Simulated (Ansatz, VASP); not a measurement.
## One calculation of BN, two programs

Contents of POSCAR:

```
BN
1.0
    2.5009753125      0.0000000000      0.0000000000
   -1.2504876563      2.1659081548      0.0000000000
    0.0000000000      0.0000000000      7.0803865154
B N
2 2
Direct
    0.3333333333      0.6666666667      0.2500000000
    0.6666666667      0.3333333333      0.7500000000
    0.3333333333      0.6666666667      0.7500000000
    0.6666666667      0.3333333333      0.2500000000
```

INCAR.step1

```
PREC = Accurate
ENCUT = 520
ISMEAR = 0
SIGMA = 0.05
LREAL = False
LASPH = True
NELM = 80
NBANDS = 16
GGA = PE
ALGO = Normal
EDIFF = 1E-4
LWAVE = True
LCHARG = False
```

File INCAR.step2:

```
PREC = Accurate
ENCUT = 520
EDIFF = 1E-7
ISMEAR = 0
SIGMA = 0.05
LREAL = False
LASPH = True
NELM = 80
ALGO = Normal
ISIF = 2
LWAVE = False
LCHARG = True
METAGGA = R2SCAN
LMIXTAU = True
LELF = True
LVHAR = True
NBANDS = 16
ISTART = 1
```

File KPOINTS:

```
regular mesh
0
Gamma
  12 12 4
```

Input for Ansatz:

```yaml
crystal:
  lattice:
    - [2.5009753125, 0.0, 0.0]
    - [-1.2504876563, 2.1659081548, 0.0]
    - [0.0, 0.0, 7.0803865154]
  atoms:
    - { symbol: B, position: [0.3333333333, 0.6666666667, 0.25] }
    - { symbol: B, position: [0.6666666667, 0.3333333333, 0.75] }
    - { symbol: "N", position: [0.3333333333, 0.6666666667, 0.75] }
    - { symbol: "N", position: [0.6666666667, 0.3333333333, 0.25] }
basis:
  ecutwfc: 500
kpoints:
  mp_grid: { grid: [12, 12, 4] }
hamiltonian:
  xc: r2scan
scf:
  occupations: { method: gaussian, width: 0.05 }
output:
  forces: true
  stress: true
  eigenvalues: true
```

Change from the starting cell: strain +0.0300 x Voigt [0, 0, 1, 0, 0, 0], atoms carried along.

Alike in both runs: task single point; functional r2SCAN; k mesh 12 × 12 × 4; occupations gaussian, width 0.05 eV; no spin polarisation.

|  | VASP | Ansatz |
| --- | --- | --- |
| version | VASP 6.6.1 | Ansatz 0.2.0 |
| potentials or method | VASP PAW PBE potentials, release 64 (B, N), cutoff 520 eV | scalar-relativistic, plane waves, PAW |
| valence electrons in the cell | 16 | 16 |

```csv
,VASP,Ansatz,Ansatz less VASP
gap on the k mesh at the Fermi level (eV),4.97,4.93,-0.039
least direct gap on the mesh (eV),5.38,5.32,-0.061
pressure (GPa),0.2,-0.2,-0.37
"traceless stress, the component that is largest in VASP (GPa)",-0.92,-0.28,+0.639
```

VASP's potentials were made for PBE, not for r2SCAN.
